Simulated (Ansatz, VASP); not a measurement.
**TiAl: VASP beside Ansatz**

```
CELL_PARAMETERS angstrom
3.26866 0.00000 0.00000
0.00000 3.26866 0.00000
0.00000 0.00000 3.00717
ATOMIC_POSITIONS crystal
Ti 0.00000 0.00000 0.00000
Al 0.50000 0.50000 0.50000
```

Alike in both runs: task single point; functional PBEsol; k mesh 16 × 16 × 16; occupations gaussian, width 0.15 eV; no spin polarisation.

|  | VASP | Ansatz |
| --- | --- | --- |
| version | VASP 6.6.1 | Ansatz 0.2.0 |
| potentials or method | VASP PAW PBE potentials, release 64 (Ti_sv, Al), cutoff 520 eV | scalar-relativistic, plane waves, PAW |
| valence electrons in the cell | 15 | 15 |

VASP gave:

* gap on the k mesh at the Fermi level (eV): none
* pressure (GPa): -2.1
* traceless stress, the component that is largest in VASP (GPa): -1.04

**Question.** Estimate Ansatz's values.

**Answer.** gap on the k mesh at the Fermi level (eV): none; pressure (GPa): -2.2; traceless stress, the component that is largest in VASP (GPa): -1.04.

VASP's potentials were made for PBE, not for PBEsol. A gap of «none» marks a metal or a gap that the smearing closes.
